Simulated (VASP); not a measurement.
# MgO (pbe) (I4/mmm) in VASP: notebook

Runs on MgO (pbe). Level: PBE. Tasks: single point, relaxation of the atoms.

Program: VASP 6.6.1. These are calculated values, not measurements. Logs are shortened: lines on timing, memory, paths and dates and some standing lists are left out, and cuts for length are marked.

## 1. The cell of the first run

It takes space group I4/mmm (No. 139, tetragonal). Conventional cell: a = 2.978 Å, b = 2.978 Å, c = 4.284 Å, α = 90.00°, β = 90.00°, γ = 90.00°. Mg (site symmetry 4/mmm) has 6 O at 2.11 to 2.14 Å within 2.8 Å. O (site symmetry 4/mmm) has 6 Mg at 2.11 to 2.14 Å within 2.8 Å.

## 2. Single point, PBE

INCAR reads:

```
PREC = Accurate
ENCUT = 600
EDIFF = 1E-6
ISMEAR = 0
SIGMA = 0.01
LREAL = False
LASPH = True
NELM = 120
ALGO = Normal
ISIF = 2
LWAVE = False
LCHARG = True
GGA = PE
LELF = True
LVHAR = True
NBANDS = 11
GGA_COMPAT = False
```

KPOINTS reads:

```
regular mesh
0
Gamma
  8 8 8
```

POSCAR reads:

```
MgO
1.0
    0.0000000000      2.1059355641      2.1420708143
    2.1059355641      0.0000000000      2.1420708143
    2.1059355641      2.1059355641      0.0000000000
Mg O
1 1
Direct
    0.0000000000      0.0000000000      0.0000000000
    0.5000000000      0.5000000000      0.5000000000
```

Potentials or basis: VASP PAW PBE potentials, release 64 (Mg, O).

Started as:

```console
$ cat potpaw_PBE.64/Mg/POTCAR potpaw_PBE.64/O/POTCAR > POTCAR
$ mpirun -np 1 vasp_std > vasp.out
```

OUTCAR:

```text
PREC = Accurate
   ENCUT = 600
   EDIFF = 1E-6
   ISMEAR = 0
   LREAL = False
   LASPH = True
   NELM = 120
   ISIF = 2
   GGA = PE

 ion  position               nearest neighbor table
   1  0.000  0.000  0.000-   2 2.11   2 2.11   2 2.11   2 2.11   2 2.14   2 2.14
   2  0.500  0.500  0.500-   1 2.11   1 2.11   1 2.11   1 2.11   1 2.14   1 2.14

  LATTYP: Found a body centered tetragonal cell.
 ALAT       =     2.9782426362
 C/A-ratio  =     1.4384797184

  Lattice vectors:

 A1 = (  -2.1059355641,   0.0000000000,   2.1420708143)
 A2 = (   2.1059355641,   0.0000000000,   2.1420708143)
 A3 = (   0.0000000000,   2.1059355641,  -2.1420708143)

Analysis of symmetry for initial positions (statically):
=====================================================================
 Subroutine PRICEL returns:
 Original cell was already a primitive cell.

 Routine SETGRP: Setting up the symmetry group for a
 body centered tetragonal supercell.

 Subroutine GETGRP returns: Found 16 space group operations
 (whereof 16 operations were pure point group operations)
 out of a pool of 16 trial point group operations.

The static configuration has the point symmetry D_4h.

Analysis of symmetry for dynamics (positions and initial velocities):
=====================================================================
 Subroutine PRICEL returns:
 Original cell was already a primitive cell.

 Routine SETGRP: Setting up the symmetry group for a
 body centered tetragonal supercell.

 Subroutine GETGRP returns: Found 16 space group operations
 (whereof 16 operations were pure point group operations)
 out of a pool of 16 trial point group operations.

The dynamic configuration has the point symmetry D_4h.

 Subroutine INISYM returns: Found 16 space group operations
 (whereof 16 operations are pure point group operations),
 and found     1 'primitive' translations

----------------------------------------------------------------------------------------

                                     Primitive cell

  volume of cell :      19.0000

  direct lattice vectors                    reciprocal lattice vectors
     0.000000000  2.105935564  2.142070814    -0.237424168  0.237424168  0.233418987
     2.105935564  0.000000000  2.142070814     0.237424168 -0.237424168  0.233418987
     2.105935564  2.105935564  0.000000000     0.237424168  0.237424168 -0.233418987

  length of vectors
     3.003902790  3.003902790  2.978242636     0.408931406  0.408931406  0.408931406

  position of ions in fractional coordinates (direct lattice)
     0.000000000  0.000000000  0.000000000
     0.500000000  0.500000000  0.500000000

  ion indices of the primitive-cell ions
   primitive index   ion index
                 1           1
                 2           2

----------------------------------------------------------------------------------------

 KPOINTS: regular mesh

Automatic generation of k-mesh.
 Grid dimensions read from file:
 generate k-points for:    8    8    8

 Generating k-lattice:

  Cartesian coordinates                     Fractional coordinates (reciprocal lattice)
    -0.029678021  0.029678021  0.029177373     0.125000000  0.000000000  0.000000000
     0.029678021 -0.029678021  0.029177373     0.000000000  0.125000000  0.000000000
     0.029678021  0.029678021 -0.029177373     0.000000000  0.000000000  0.125000000

  Length of vectors
     0.051116426  0.051116426  0.051116426

  Shift w.r.t. Gamma in fractional coordinates (k-lattice)
     0.000000000  0.000000000  0.000000000

 Subroutine IBZKPT returns following result:
 ===========================================

 Found     59 irreducible k-points:

 Following reciprocal coordinates:
            Coordinates               Weight
  0.000000  0.000000  0.000000      1.000000
  0.125000 -0.000000  0.000000      8.000000
  0.250000 -0.000000  0.000000      8.000000
  0.375000  0.000000  0.000000      8.000000
  0.500000 -0.000000  0.000000      4.000000
  0.125000  0.125000  0.000000      2.000000
[... 16 lines left out ...]
  0.250000 -0.000000  0.125000     16.000000
  0.375000  0.000000  0.125000     16.000000
 [... further k-points ...]
   k-points           NKPTS =     59   k-points in BZ     NKDIM =     59   number of bands    NBANDS=     11
   number of dos      NEDOS =    301   number of ions     NIONS =      2
   total plane-waves  NPLWV =  13824
   dimension x,y,z NGX =    24 NGY =   24 NGZ =   24
   dimension x,y,z NGXF=    48 NGYF=   48 NGZF=   48
   ions per type =               1   1
   NGX,Y,Z   is equivalent  to a cutoff of  13.28, 13.28, 13.40 a.u.
   NGXF,Y,Z  is equivalent  to a cutoff of  26.56, 26.56, 26.79 a.u.
 SYSTEM =  unknown system
   PREC   = accura    normal or accurate (medium, high low for compatibility)
   ISTART =      0    job   : 0-new  1-cont  2-samecut
   ICHARG =      2    charge: 1-file 2-atom 10-const
   ISPIN  =      1    spin polarized calculation?
   LNONCOLLINEAR =      F non collinear calculations
   LSORBIT =      F    spin-orbit coupling
   LASPH  =      T    aspherical Exc in radial PAW
   ENCUT  =  600.0 eV  44.10 Ry    6.64 a.u.   6.00  6.00  5.95*2*pi/ulx,y,z
   NELM   =    120;   NELMIN=  2; NELMDL= -5     # of ELM steps
   EDIFF  = 0.1E-05   stopping-criterion for ELM
   LREAL  =      F    real-space projection
   EDIFFG = 0.1E-04   stopping-criterion for IOM
   NSW    =      0    number of steps for IOM
   IBRION =     -1    ionic relax: 0-MD 1-quasi-New 2-CG
   NFREE  =      0    steps in history (QN), initial steepest desc. (CG)
   ISIF   =      2    stress and relaxation
   ISYM   =      2    0-nonsym 1-usesym 2-fastsym
   POTIM  = 0.5000    time-step for ionic-motion
   TEBEG  =    0.0;   TEEND  =   0.0 temperature during run
   PSTRESS=    0.0 pullay stress
   NELECT =       8.0000    total number of electrons
   NUPDOWN=      -1.0000    fix difference up-down
   EMIN   =  10.00;   EMAX   =-10.00  energy-range for DOS
   EFERMI =   0.00;   METHOD = LEGACY
   ISMEAR =     0;   SIGMA  =   0.01  broadening in eV -4-tet -1-fermi 0-gaus
   EFERMI_NEDOS =   21; number of points for ismear=-14 and -15
   IALGO  =     38    algorithm
   IMIX   =      4    mixing-type and parameters
     AMIX     =   0.40;   BMIX     =  1.00
     AMIX_MAG =   1.60;   BMIX_MAG =  1.00
  volume/ion in A,a.u.               =       9.50        64.11
  Fermi-wavevector in a.u.,A,eV,Ry     =   1.227025  2.318742 20.484809  1.505591
  Thomas-Fermi vector in A             =   2.362004
   LORBIT       =      0    0 simple, 1 ext, 2 COOP (PROOUT), +10 PAW based schemes
   GGA     = PE    functional components
   LHFCALC =     F    Hartree Fock is set to
   AEXX    =    0.0000 exact exchange contribution
   IVDW    =     0    specifies the selected vdW correction
   LEPSILON=     F    determine dielectric tensor
   LRPA    =     F    only Hartree local field effects (RPA)
 non-spin polarized calculation
 Gauss-broadening in eV      SIGMA  =   0.01
  energy-cutoff  :      600.00
  volume of cell :       19.00
 maximum number of plane-waves:       644
   NGX = 11   NGY = 11   NGZ = 11

 number of electron       8.0000004 magnetization

 Free energy of the ion-electron system (eV)
  ---------------------------------------------------
  ext. energy  EPLUGINS =         0.00000000
  ---------------------------------------------------
  free energy    TOTEN  =       -11.91212935 eV

  energy without entropy =      -11.91212935  energy(sigma->0) =      -11.91212935

 E-fermi :   3.2442     XC(G=0): -10.9981

 val. band max:        3.0830755188   @ k =   0.0000   0.0000   0.0000
 cond. band min:       7.6224736883   @ k =   0.0000   0.0000   0.0000
 fundamental gap:      4.5393981695
 Fermi energy:         3.2441948933

 k-point     1 :       0.0000    0.0000    0.0000
  band No.  band energies     occupation
      1     -14.1183      2.00000
      2       3.0467      2.00000
      3       3.0467      2.00000
      4       3.0831      2.00000
      5       7.6225      0.00000
      6      18.6507      0.00000
      7      18.8282      0.00000
      8      18.8282      0.00000
      9      22.6409      0.00000
     10      24.1239      0.00000
     11      24.6694      0.00000

 k-point     2 :       0.1250   -0.0000    0.0000
  band No.  band energies     occupation
      1     -13.9599      2.00000
      2       2.1103      2.00000
      3       2.9515      2.00000
      4       2.9663      2.00000
      5       8.5387      0.00000
      6      17.0932      0.00000
      7      19.0477      0.00000
      8      19.1856      0.00000
      9      23.1713      0.00000
     10      23.6245      0.00000
     11      24.7442      0.00000

 k-point     3 :       0.2500   -0.0000    0.0000
  band No.  band energies     occupation
      1     -13.5491      2.00000
      2       0.4321      2.00000
      3       2.7241      2.00000
      4       2.7317      2.00000
      5       9.9926      0.00000
      6      15.5277      0.00000
      7      19.4460      0.00000
      8      19.7059      0.00000
      9      22.8806      0.00000
     10      23.1410      0.00000
     11      24.7843      0.00000

 k-point     4 :       0.3750    0.0000    0.0000
  band No.  band energies     occupation
      1     -13.0873      2.00000
      2      -0.9465      2.00000
      3       2.4969      2.00000
      4       2.5245      2.00000
      5      10.7376      0.00000
      6      15.2732      0.00000
      7      19.1992      0.00000
      8      19.5569      0.00000
      9      23.9646      0.00000
     10      24.2911      0.00000
     11      24.3811      0.00000
[... 239 lines left out ...]
 k-point    22 :       0.1250    0.0000    0.1250
  band No.  band energies     occupation
      1     -13.9064      2.00000
      2       2.0206      2.00000
      3       2.8066      2.00000
      4       2.8573      2.00000
      5       8.8334      0.00000
      6      16.6136      0.00000
      7      19.1811      0.00000
      8      19.2653      0.00000
      9      21.8416      0.00000
     10      24.7421      0.00000
     11      25.9100      0.00000

 k-point    23 :       0.2500   -0.0000    0.1250
  band No.  band energies     occupation
      1     -13.5832      2.00000
      2       0.8094      2.00000
      3       2.5657      2.00000
      4       2.6042      2.00000
      5      10.1270      0.00000
      6      15.2450      0.00000
      7      19.3253      0.00000
      8      19.6912      0.00000
      9      20.9753      0.00000
     10      24.6876      0.00000
     11      26.8141      0.00000

 k-point    24 :       0.3750    0.0000    0.1250
  band No.  band energies     occupation
      1     -13.1403      2.00000
      2      -0.4905      2.00000
      3       2.2339      2.00000
      4       2.3703      2.00000
      5      11.2091      0.00000
      6      14.8408      0.00000
      7      18.3656      0.00000
      8      19.7147      0.00000
      9      22.2125      0.00000
     10      25.3239      0.00000
     11      26.2948      0.00000

 [... further k-points ...]
[... 5 lines left out ...]
  --------------------------------------------------------------------------------------
  -------------------------------------------------------------------------------------
  Total        0.2494350      0.2494350     -0.1266926      0.0000000     -0.0000000      0.0000000
  in kB       21.0336212     21.0336212    -10.6833586      0.0000000     -0.0000000      0.0000000
  external PRESSURE =      10.4612946 kB  Pullay stress =       0.0000000 kB

 VOLUME and BASIS-vectors are now :
 -----------------------------------------------------------------------------
  energy-cutoff  :      600.00
  volume of cell :       19.00
      direct lattice vectors                 reciprocal lattice vectors
     0.000000000  2.105935564  2.142070814    -0.237424168  0.237424168  0.233418987
     2.105935564  0.000000000  2.142070814     0.237424168 -0.237424168  0.233418987
     2.105935564  2.105935564  0.000000000     0.237424168  0.237424168 -0.233418987

 POSITION                                       TOTAL-FORCE (eV/Angst)
 -----------------------------------------------------------------------------------
      0.00000      0.00000      0.00000         0.000000      0.000000      0.000000
      2.10594      2.10594      2.14207         0.000000     -0.000000      0.000000
 -----------------------------------------------------------------------------------
    total drift:                               -0.000000     -0.000000      0.000000

  FREE ENERGIE OF THE ION-ELECTRON SYSTEM (eV)
  ---------------------------------------------------
  free  energy   TOTEN  =       -11.9121293503 eV

  energy  without entropy=      -11.9121293503  energy(sigma->0) =      -11.91212935
```

Run time: 8.1 s. Hardware: 1 thread of Intel Xeon Platinum 8259CL at 2.50GHz (Skylake/Cascade Lake), shared host; peak memory 0.15 GiB.

What came out:

```
Free energy            : -11.9121 eV
Pressure               : 1.0 GPa
Band gap on the k mesh : 4.54 eV, direct
```

## 3. Relaxation of the atoms, PBE (strained cell)

INCAR reads:

```
SYSTEM = MgO
  PREC = Accurate
  ENCUT = 520
  EDIFF = 1E-7
  ISMEAR = 0
  SIGMA = 0.02
  LREAL = .False.
  LASPH = .True.
  NELM = 120
  ALGO = Normal
  ISIF = 2
  LWAVE = .False.
  LCHARG = .False.
  GGA = PE
  IBRION = 2
  NSW = 60
  EDIFFG = -0.002
  GGA_COMPAT = .False.
  NELMIN = 4
```

KPOINTS reads:

```
regular mesh
0
Gamma
  8 8 8
  0 0 0
```

POSCAR reads:

```
MgO
1.0
    0.0000000000      2.1059355641      2.1399708864
    2.1059355641      0.0000000000      2.1399708864
    2.1059355641      2.1059355641      0.0000000000
Mg O
1 1
Direct
    0.0000000000      0.0000000000      0.0000000000
    0.5000000000      0.5000000000      0.5000000000
```

Potentials or basis: VASP PAW PBE potentials, release 64 (Mg, O).

Started as:

```console
$ cat potpaw_PBE.64/Mg/POTCAR potpaw_PBE.64/O/POTCAR > POTCAR
$ mpirun -np 1 vasp_std > vasp.out
```

Wall time 6.2 s (1 thread of Intel Xeon Platinum 8259CL at 2.50GHz (Skylake/Cascade Lake), shared host); peak memory 0.14 GiB.

Results (log left out):

* Free energy: -11.9089 eV
* Pressure after relaxing: 1.4 GPa
* Band gap on the k mesh: 4.55 eV, direct

Stress tensor (GPa, compression positive):
```
 2.45  0.00  0.00
 0.00  2.45  0.00
 0.00  0.00 -0.57
```

Final structure:
```xyz
2
Lattice="0.0000 2.1059 2.1400 2.1059 0.0000 2.1400 2.1059 2.1059 0.0000" Properties=species:S:1:pos:R:3 pbc="T T T"
Mg    0.0000    0.0000    0.0000
O     2.1059    2.1059    2.1400
```

Levels at points of the mesh, in eV from the valence-band top:
```csv
k point,band 1,band 2,band 3,band 4,band 5,band 6,band 7,band 8
"(0.00, 0.00, 0.00)",-17.21,-0.03,-0.03,0.00,4.55,15.58,15.75,15.75
"(0.50, 0.00, 0.00)",-15.96,-4.57,-0.68,-0.64,7.77,12.40,15.95,16.31
"(0.50, 0.50, 0.00)",-15.74,-4.08,-1.30,-1.30,9.19,9.79,12.77,18.84
"(0.50, 0.00, 0.50)",-15.69,-4.02,-1.42,-1.32,9.03,9.77,12.98,18.49
```

Caveat: the cell differs from its parent crystal (strained cell); the relaxation stopped at its first step, so nothing moved.

[end of part 1 of 2]
